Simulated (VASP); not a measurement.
Write the native input for VASP 6.6.1 that does the following.

| Item | Value |
| --- | --- |
| Task | single point |
| Functional | PBE |
| Potentials or basis | VASP PAW PBE potentials, release 64 (Pb_d) |
| Cutoff | 520 eV |
| k mesh | 4 × 4 × 4 |
| Occupations | gaussian, width 0.1 eV |
| Spin | no spin polarisation |
| Dipole correction | no |
| Further INCAR settings | ALGO = Normal; EDIFF = 1e-07; NBANDS = 43 |

The structure of Pb lies in POSCAR:

```
Pb
1.0
    3.3519779069     -3.3438216513      0.0000000000
    3.3519779069      3.3438216513      0.0000000000
    0.0000000000      0.0000000000      7.9514313624
Pb
5
Direct
    0.5000000000      0.0000000000      0.2966256912
    0.0000000000      0.5000000000      0.7033743088
    0.0000000000      0.5000000000      0.2966256912
    0.5000000000      0.0000000000      0.7033743088
    0.0000000000      0.0000000000      0.0000000000
```

The input as run:

INCAR

```
SYSTEM = Pb
ALGO = Normal
EDIFF = 1E-7
ENCUT = 520
GGA = PE
ISIF = 2
ISMEAR = 0
LASPH = .TRUE.
LCHARG = .FALSE.
LREAL = .FALSE.
LWAVE = .FALSE.
NBANDS = 43
NELM = 100
PREC = Accurate
SIGMA = 0.1
```

KPOINTS

```
k-points
0
G
  4 4 4
  0 0 0
```

Potentials or basis: VASP PAW PBE potentials, release 64 (Pb_d).

The run is started by

```bash
$ cat potpaw_PBE.64/Pb_d/POTCAR > POTCAR
$ mpirun -np 1 vasp_std > vasp.out
```

Results of the run:

```json
{"Pressure": "0.0 GPa", "Largest force": "0.007 eV/Å", "Band gap on the k mesh": "zero (band 35 reaches 6.05 eV, above the bottom of band 36 at 3.33 eV)"}
```

Caveat: spin-orbit coupling is left out, which moves the levels of the heavy elements.

Run time: 99 s on 1 thread of Intel(R) Xeon(R) 6975P-C (Granite Rapids) (shared host), peak memory 0.31 GiB.
